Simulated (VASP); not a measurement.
# Ta (Im-3m) in VASP: a series of runs

Ta is run at these levels: PBE; tasks: electric field gradients.

Program: VASP 6.6.1. These are calculated values, not measurements. Logs are shortened: lines on timing, memory, paths and dates and some standing lists are left out, and cuts for length are marked.

## 1. The cell of the first run

It takes space group Im-3m (No. 229, cubic). The conventional cell has a = 3.335 Å, b = 3.335 Å, c = 3.335 Å, α = 90.00°, β = 90.00°, γ = 90.00°. Within 3.8 Å of Ta (site symmetry m-3m) lie 14 Ta at 2.89 to 3.34 Å.

## 2. Electric field gradients, PBE (volume scaled by 1.03)

Input file INCAR:

```
PREC     = Accurate       # precision mode
ENCUT    = 520            # plane-wave cutoff, eV
EDIFF    = 1E-8           # SCF threshold, eV
ISMEAR   = -1             # smearing method
SIGMA    = 0.08           # smearing width, eV
LREAL    = False          # projectors in reciprocal space
LASPH    = True           # aspherical terms in the spheres
NELM     = 100            # most SCF steps
ALGO     = Normal         # electronic algorithm
ISIF     = 2              # what is computed and relaxed
LWAVE    = False          # write WAVECAR
LCHARG   = False          # write CHGCAR
GGA      = PE             # functional
LEFG     = True         
NBANDS   = 12             # bands
```

Input file KPOINTS:

```
Automatic mesh
0
Gamma
  17 17 17
```

Input file POSCAR:

```
Ta
1.0
   -1.6676303703      1.6676303703      1.6676303703
    1.6676303703     -1.6676303703      1.6676303703
    1.6676303703      1.6676303703     -1.6676303703
Ta
1
Direct
    0.0000000000      0.0000000000      0.0000000000
```

Potentials or basis: VASP PAW PBE potentials, release 64 (Ta_pv).

The run is started by

```sh
$ cat potpaw_PBE.64/Ta_pv/POTCAR > POTCAR
$ mpirun -np 1 vasp_std > vasp.out
```

OUTCAR:

```text
PREC = Accurate
   ENCUT = 520
   EDIFF = 1E-8
   ISMEAR = -1
   LREAL = False
   LASPH = True
   NELM = 100
   ISIF = 2
   GGA = PE

 ion  position               nearest neighbor table
   1  0.000  0.000  0.000-

  LATTYP: Found a body centered cubic cell.
 ALAT       =     3.3352607406

  Lattice vectors:

 A1 = (  -1.6676303703,   1.6676303703,   1.6676303703)
 A2 = (   1.6676303703,  -1.6676303703,   1.6676303703)
 A3 = (   1.6676303703,   1.6676303703,  -1.6676303703)

Analysis of symmetry for initial positions (statically):
=====================================================================
 Subroutine PRICEL returns:
 Original cell was already a primitive cell.

 Routine SETGRP: Setting up the symmetry group for a
 body centered cubic supercell.

 Subroutine GETGRP returns: Found 48 space group operations
[... 9 lines left out ...]

 Routine SETGRP: Setting up the symmetry group for a
 body centered cubic supercell.

 Subroutine GETGRP returns: Found 48 space group operations
[... 11 lines left out ...]
                                     Primitive cell

  volume of cell :      18.5507

  direct lattice vectors                    reciprocal lattice vectors
    -1.667630370  1.667630370  1.667630370     0.000000000  0.299826634  0.299826634
     1.667630370 -1.667630370  1.667630370     0.299826634  0.000000000  0.299826634
     1.667630370  1.667630370 -1.667630370     0.299826634  0.299826634  0.000000000

  length of vectors
     2.888420530  2.888420530  2.888420530     0.424018892  0.424018892  0.424018892

  position of ions in fractional coordinates (direct lattice)
     0.000000000  0.000000000  0.000000000

  ion indices of the primitive-cell ions
   primitive index   ion index
                 1           1

----------------------------------------------------------------------------------------

 KPOINTS: Automatic mesh

Automatic generation of k-mesh.
 Grid dimensions read from file:
 generate k-points for:   17   17   17

 Generating k-lattice:

  Cartesian coordinates                     Fractional coordinates (reciprocal lattice)
     0.000000000  0.017636861  0.017636861     0.058823529  0.000000000  0.000000000
     0.017636861  0.000000000  0.017636861     0.000000000  0.058823529  0.000000000
     0.017636861  0.017636861  0.000000000     0.000000000  0.000000000  0.058823529

  Length of vectors
     0.024942288  0.024942288  0.024942288

  Shift w.r.t. Gamma in fractional coordinates (k-lattice)
     0.000000000  0.000000000  0.000000000

 Subroutine IBZKPT returns following result:
 ===========================================

 Found    165 irreducible k-points:

 Following reciprocal coordinates:
            Coordinates               Weight
  0.000000  0.000000  0.000000      1.000000
  0.058824  0.000000  0.000000     12.000000
  0.117647  0.000000  0.000000     12.000000
  0.176471  0.000000  0.000000     12.000000
  0.235294  0.000000  0.000000     12.000000
  0.294118  0.000000  0.000000     12.000000
[... 16 lines left out ...]
  0.411765  0.117647  0.000000     48.000000
  0.176471  0.176471  0.000000     24.000000
 [... further k-points ...]
   k-points           NKPTS =    165   k-points in BZ     NKDIM =    165   number of bands    NBANDS=     12
   number of dos      NEDOS =    301   number of ions     NIONS =      1
   total plane-waves  NPLWV =  13824
   dimension x,y,z NGX =    24 NGY =   24 NGZ =   24
   dimension x,y,z NGXF=    48 NGYF=   48 NGZF=   48
   ions per type =               1
   NGX,Y,Z   is equivalent  to a cutoff of  13.81, 13.81, 13.81 a.u.
   NGXF,Y,Z  is equivalent  to a cutoff of  27.63, 27.63, 27.63 a.u.
 SYSTEM =  unknown system
   PREC   = accura    normal or accurate (medium, high low for compatibility)
   ISTART =      0    job   : 0-new  1-cont  2-samecut
   ICHARG =      2    charge: 1-file 2-atom 10-const
   ISPIN  =      1    spin polarized calculation?
   LNONCOLLINEAR =      F non collinear calculations
   LSORBIT =      F    spin-orbit coupling
   LASPH  =      T    aspherical Exc in radial PAW
   ENCUT  =  520.0 eV  38.22 Ry    6.18 a.u.   5.37  5.37  5.37*2*pi/ulx,y,z
   NELM   =    100;   NELMIN=  2; NELMDL= -5     # of ELM steps
   EDIFF  = 0.1E-07   stopping-criterion for ELM
   LREAL  =      F    real-space projection
   EDIFFG = 0.1E-06   stopping-criterion for IOM
   NSW    =      0    number of steps for IOM
   IBRION =     -1    ionic relax: 0-MD 1-quasi-New 2-CG
   NFREE  =      0    steps in history (QN), initial steepest desc. (CG)
   ISIF   =      2    stress and relaxation
   ISYM   =      2    0-nonsym 1-usesym 2-fastsym
   POTIM  = 0.5000    time-step for ionic-motion
   TEBEG  =    0.0;   TEEND  =   0.0 temperature during run
   PSTRESS=    0.0 pullay stress
   NELECT =      11.0000    total number of electrons
   NUPDOWN=      -1.0000    fix difference up-down
   EMIN   =  10.00;   EMAX   =-10.00  energy-range for DOS
   EFERMI =   0.00;   METHOD = LEGACY
   ISMEAR =    -1;   SIGMA  =   0.08  broadening in eV -4-tet -1-fermi 0-gaus
   EFERMI_NEDOS =   21; number of points for ismear=-14 and -15
   IALGO  =     38    algorithm
   IMIX   =      4    mixing-type and parameters
     AMIX     =   0.40;   BMIX     =  1.00
     AMIX_MAG =   1.60;   BMIX_MAG =  1.00
  volume/ion in A,a.u.               =      18.55       125.19
  Fermi-wavevector in a.u.,A,eV,Ry     =   1.375369  2.599071 25.737327  1.891640
  Thomas-Fermi vector in A             =   2.500711
   LORBIT       =      0    0 simple, 1 ext, 2 COOP (PROOUT), +10 PAW based schemes
   GGA     = PE    functional components
   LHFCALC =     F    Hartree Fock is set to
   AEXX    =    0.0000 exact exchange contribution
   IVDW    =     0    specifies the selected vdW correction
   LEPSILON=     F    determine dielectric tensor
   LRPA    =     F    only Hartree local field effects (RPA)
 non-spin polarized calculation
  energy-cutoff  :      520.00
  volume of cell :       18.55
 maximum number of plane-waves:       531
 NGX is ok and might be reduce to    24
   NGX = 11   NGY = 11   NGZ = 11

 number of electron      10.9999999 magnetization

 Free energy of the ion-electron system (eV)
  ---------------------------------------------------
  ext. energy  EPLUGINS =         0.00000000
  ---------------------------------------------------
  free energy    TOTEN  =       -11.82537098 eV

  energy without entropy =      -11.79686258  energy(sigma->0) =      -11.81111678

 E-fermi :   5.2601     XC(G=0): -12.4680

 val. band max:        5.2577362463   @ k =  -0.1765   0.2353   0.0588
 cond. band min:       5.2608966042   @ k =   0.3529   0.1765   0.0000
 fundamental gap:      0.0031603578
 Fermi energy:         5.2600833481

 k-point     1 :       0.0000    0.0000    0.0000
  band No.  band energies     occupation
      1     -27.9384      2.00000
      2     -27.9384      2.00000
      3     -27.9384      2.00000
      4      -2.5522      2.00000
      5       5.9832      0.00024
      6       5.9832      0.00024
      7       5.9832      0.00024
      8       9.1527      0.00000
      9       9.1527      0.00000
     10      19.8455      0.00000
     11      20.1217      0.00000
     12      20.1217      0.00000

 k-point     2 :       0.0588    0.0000    0.0000
  band No.  band energies     occupation
      1     -27.9773      2.00000
      2     -27.9504      2.00000
      3     -27.9385      2.00000
      4      -2.4027      2.00000
      5       5.8863      0.00080
      6       5.9556      0.00034
      7       6.1291      0.00004
      8       8.9957      0.00000
      9       9.1532      0.00000
     10      19.8455      0.00000
     11      20.2554      0.00000
     12      20.3846      0.00000

 k-point     3 :       0.1176    0.0000    0.0000
  band No.  band energies     occupation
      1     -28.0875      2.00000
      2     -27.9848      2.00000
      3     -27.9390      2.00000
      4      -1.9706      2.00000
      5       5.6216      0.02157
      6       5.8358      0.00150
      7       6.5617      0.00000
      8       8.6792      0.00000
      9       9.1636      0.00000
     10      19.8452      0.00000
     11      20.5782      0.00000
     12      21.1447      0.00000

 k-point     4 :       0.1765    0.0000    0.0000
  band No.  band energies     occupation
      1     -28.2510      2.00000
      2     -28.0366      2.00000
      3     -27.9399      2.00000
      4      -1.3085      2.00000
      5       5.2518      1.05179
      6       5.5705      0.04046
      7       7.2658      0.00000
      8       8.4881      0.00000
      9       9.2052      0.00000
     10      19.8443      0.00000
     11      20.7902      0.00000
     12      22.3308      0.00000

 k-point     5 :       0.2353    0.0000    0.0000
  band No.  band energies     occupation
      1     -28.4427      2.00000
      2     -28.0983      2.00000
      3     -27.9409      2.00000
      4      -0.5169      2.00000
      5       4.8468      1.98865
      6       5.2443      1.09803
      7       8.2136      0.00000
      8       8.5398      0.00000
      9       9.2991      0.00000
     10      19.8418      0.00000
     11      20.4093      0.00000
     12      21.8897      0.00000
[... 228 lines left out ...]
      1     -28.7937      2.00000
      2     -28.2459      2.00000
      3     -27.9928      2.00000
      4       1.1622      2.00000
      5       4.1580      2.00000
      6       4.9443      1.96210
      7       8.6691      0.00000
      8       9.8932      0.00000
      9      11.2108      0.00000
     10      18.0344      0.00000
     11      19.5083      0.00000
     12      19.8639      0.00000

 k-point    22 :       0.3529    0.1176    0.0000
  band No.  band energies     occupation
      1     -28.8959      2.00000
      2     -28.2986      2.00000
      3     -27.9947      2.00000
      4       1.3845      2.00000
      5       3.9732      2.00000
      6       5.4627      0.14726
      7       8.8690      0.00000
      8      10.0315      0.00000
      9      12.4044      0.00000
     10      16.8107      0.00000
     11      18.4692      0.00000
     12      19.8529      0.00000

 k-point    23 :       0.4118    0.1176    0.0000
  band No.  band energies     occupation
      1     -28.9499      2.00000
      2     -28.3270      2.00000
      3     -27.9957      2.00000
      4       1.4289      2.00000
      5       3.8786      2.00000
      6       5.9568      0.00033
      7       8.8640      0.00000
      8      10.2207      0.00000
      9      13.2086      0.00000
     10      15.9617      0.00000
     11      17.9584      0.00000
     12      19.8517      0.00000

 k-point    24 :       0.1765    0.1765    0.0000
  band No.  band energies     occupation
      1     -28.6256      2.00000
      2     -28.1665      2.00000
      3     -28.0091      2.00000
      4       0.6282      2.00000
      5       4.4473      1.99992
      6       4.7023      1.99813
      7       8.2247      0.00000
      8       9.7913      0.00000
      9       9.9390      0.00000
     10      19.5386      0.00000
     11      19.8712      0.00000
     12      21.6563      0.00000

 [... further k-points ...]
[... 5 lines left out ...]
  --------------------------------------------------------------------------------------
  -------------------------------------------------------------------------------------
  Total       -0.2998634     -0.2998634     -0.2998634     -0.0000000     -0.0000000      0.0000000
  in kB      -25.8985001    -25.8985001    -25.8985001     -0.0000000     -0.0000000      0.0000000
  external PRESSURE =     -25.8985001 kB  Pullay stress =       0.0000000 kB

 VOLUME and BASIS-vectors are now :
 -----------------------------------------------------------------------------
  energy-cutoff  :      520.00
  volume of cell :       18.55
      direct lattice vectors                 reciprocal lattice vectors
    -1.667630370  1.667630370  1.667630370     0.000000000  0.299826634  0.299826634
     1.667630370 -1.667630370  1.667630370     0.299826634  0.000000000  0.299826634
     1.667630370  1.667630370 -1.667630370     0.299826634  0.299826634  0.000000000

 POSITION                                       TOTAL-FORCE (eV/Angst)
 -----------------------------------------------------------------------------------
      0.00000      0.00000      0.00000        -0.000000      0.000000     -0.000000
 -----------------------------------------------------------------------------------
    total drift:                               -0.000000      0.000000      0.000000

  FREE ENERGIE OF THE ION-ELECTRON SYSTEM (eV)
  ---------------------------------------------------
  free  energy   TOTEN  =       -11.8253709808 eV

  energy  without entropy=      -11.7968625780  energy(sigma->0) =      -11.81111678

 Electric field gradients (V/A^2)
---------------------------------------------------------------------
 ion       V_xx      V_yy      V_zz      V_xy      V_xz      V_yz
---------------------------------------------------------------------
   1       0.000    -0.000     0.000     0.000     0.000     0.000
---------------------------------------------------------------------

 Electric field gradients after diagonalization (V/A^2)
 (convention: |V_zz| > |V_xx| > |V_yy|)
----------------------------------------------------------------------
 ion       V_xx      V_yy      V_zz     asymmetry (V_yy - V_xx)/ V_zz
----------------------------------------------------------------------
   1      -0.000    -0.000     0.001       0.000
----------------------------------------------------------------------

           NMR quadrupolar parameters

 Cq : quadrupolar parameter    Cq=e*Q*V_zz/h
 eta: asymmetry parameters     (V_yy - V_xx)/ V_zz
 Q  : nuclear electric quadrupole moment in mb (millibarn)
----------------------------------------------------------------------
 ion       Cq(MHz)       eta       Q (mb)
----------------------------------------------------------------------
   1       0.000       0.000       1.000
----------------------------------------------------------------------
```

It took 11 s on 1 thread of Intel Xeon 6975P-C (Granite Rapids), shared host; peak memory 0.16 GiB.

Results:

| Property | Result |
| --- | --- |
| Free energy | -11.8254 eV |
| Pressure | -2.6 GPa |

Caveat: without QUAD_EFG the Cq values of the log hold for a quadrupole moment of 1 mb, not for the nuclei; spin-orbit coupling is left out, which moves the levels of the heavy elements.

## 3. Electric field gradients, PBE (volume scaled by 1.02)

Input file INCAR:

```
ALGO = Normal ; EDIFF = 1E-8
ENCUT = 520 ; GGA = PE
ISIF = 2 ; ISMEAR = -1
LASPH = True ; LCHARG = False
LEFG = True ; LREAL = False
LWAVE = False ; NBANDS = 12
NELM = 80 ; PREC = Accurate
SIGMA = 0.08
```

Input file KPOINTS:

```
k-points
0
Gamma
  17 17 17
```

Input file POSCAR:

```
Ta
1.0
   -1.6622159478      1.6622159478      1.6622159478
    1.6622159478     -1.6622159478      1.6622159478
    1.6622159478      1.6622159478     -1.6622159478
Ta
1
Direct
    0.0000000000      0.0000000000      0.0000000000
```

Potentials or basis: VASP PAW PBE potentials, release 64 (Ta_pv).

The run is started by

```sh
$ cat potpaw_PBE.64/Ta_pv/POTCAR > POTCAR
$ mpirun -np 1 vasp_std > vasp.out
```

OUTCAR:

```text
EDIFF = 1E-8
   ENCUT = 520
   GGA = PE
   ISIF = 2
   ISMEAR = -1
   LASPH = True
   LREAL = False
   NELM = 80
   PREC = Accurate

 ion  position               nearest neighbor table
   1  0.000  0.000  0.000-

  LATTYP: Found a body centered cubic cell.
 ALAT       =     3.3244318956

  Lattice vectors:

 A1 = (  -1.6622159478,   1.6622159478,   1.6622159478)
 A2 = (   1.6622159478,  -1.6622159478,   1.6622159478)
 A3 = (   1.6622159478,   1.6622159478,  -1.6622159478)

Analysis of symmetry for initial positions (statically):
=====================================================================
 Subroutine PRICEL returns:
 Original cell was already a primitive cell.

 Routine SETGRP: Setting up the symmetry group for a
 body centered cubic supercell.

[... 541 lines left out ...]
  external PRESSURE =      -7.3971677 kB  Pullay stress =       0.0000000 kB

 VOLUME and BASIS-vectors are now :
 -----------------------------------------------------------------------------
  energy-cutoff  :      520.00
  volume of cell :       18.37
      direct lattice vectors                 reciprocal lattice vectors
    -1.662215948  1.662215948  1.662215948     0.000000000  0.300803274  0.300803274
     1.662215948 -1.662215948  1.662215948     0.300803274  0.000000000  0.300803274
     1.662215948  1.662215948 -1.662215948     0.300803274  0.300803274  0.000000000

 POSITION                                       TOTAL-FORCE (eV/Angst)
 -----------------------------------------------------------------------------------
      0.00000      0.00000      0.00000        -0.000000     -0.000000     -0.000000
 -----------------------------------------------------------------------------------
    total drift:                                0.000000      0.000000     -0.000000

  FREE ENERGIE OF THE ION-ELECTRON SYSTEM (eV)
  ---------------------------------------------------
  free  energy   TOTEN  =       -11.8271933065 eV

  energy  without entropy=      -11.7990233916  energy(sigma->0) =      -11.81310835

 Electric field gradients (V/A^2)
---------------------------------------------------------------------
 ion       V_xx      V_yy      V_zz      V_xy      V_xz      V_yz
---------------------------------------------------------------------
   1      -0.000     0.000     0.000     0.000     0.000     0.000
---------------------------------------------------------------------

 Electric field gradients after diagonalization (V/A^2)
 (convention: |V_zz| > |V_xx| > |V_yy|)
----------------------------------------------------------------------
 ion       V_xx      V_yy      V_zz     asymmetry (V_yy - V_xx)/ V_zz
----------------------------------------------------------------------
   1      -0.000    -0.000     0.000       0.000
----------------------------------------------------------------------

           NMR quadrupolar parameters

 Cq : quadrupolar parameter    Cq=e*Q*V_zz/h
 eta: asymmetry parameters     (V_yy - V_xx)/ V_zz
 Q  : nuclear electric quadrupole moment in mb (millibarn)
----------------------------------------------------------------------
 ion       Cq(MHz)       eta       Q (mb)
----------------------------------------------------------------------
   1       0.000       0.000       1.000
----------------------------------------------------------------------
```

Run time: 11 s. Hardware: 1 thread of Intel Xeon 6975P-C (Granite Rapids), shared host; peak memory 0.17 GiB.

What came out:

| Quantity | Value |
| --- | --- |
| Free energy | -11.8272 eV |
| Pressure | -0.7 GPa |

Levels at points of the mesh, in eV from the Fermi level:
| k point | band 2 | band 3 | band 4 | band 5 | band 6 | band 7 | band 8 | band 9 | band 10 | band 11 |
| --- | --- | --- | --- | --- | --- | --- | --- | --- | --- | --- |
| (0.00, 0.00, 0.00) | -33.16 | -33.16 | -7.85 | 0.73 | 0.73 | 0.73 | 3.93 | 3.93 | 14.62 | 14.91 |

Caveat: without QUAD_EFG the Cq values of the log hold for a quadrupole moment of 1 mb, not for the nuclei; spin-orbit coupling is left out, which moves the levels of the heavy elements.

(Continued in part 2 of 2.)
